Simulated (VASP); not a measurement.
A run of VASP 6.6.1 is set up as follows.

INCAR

```
  PREC = Accurate
  ENCUT = 520
  EDIFF = 1E-7
  ISMEAR = 0
  SIGMA = 0.05
  LREAL = F
  LASPH = T
  NELM = 80
  ALGO = Normal
  ISIF = 2
  LWAVE = F
  LCHARG = F
  GGA = PE
  NBANDS = 16
```

The input KPOINTS:

```
regular mesh
0
Gamma
  10 10 10
```

POSCAR

```
CdS
1.0
    0.0000000000      2.9233037910      2.9233037910
    2.9233037910      0.0000000000      2.9233037910
    2.9233037910      2.9233037910      0.0000000000
Cd S
1 1
Direct
    0.0000000000      0.0000000000      0.0000000000
    0.7500000000      0.7500000000      0.7500000000
```

Potentials or basis: VASP PAW PBE potentials, release 64 (Cd, S).

Run with:

```console
$ cat potpaw_PBE.64/Cd/POTCAR potpaw_PBE.64/S/POTCAR > POTCAR
$ mpirun -np 1 vasp_std > vasp.out
```

**Question.** What does it give for the pressure?

**Answer.** 2.7 GPa.

**Question.** What does it give for the band gap on the k mesh?

**Answer.** 1.13 eV, direct.
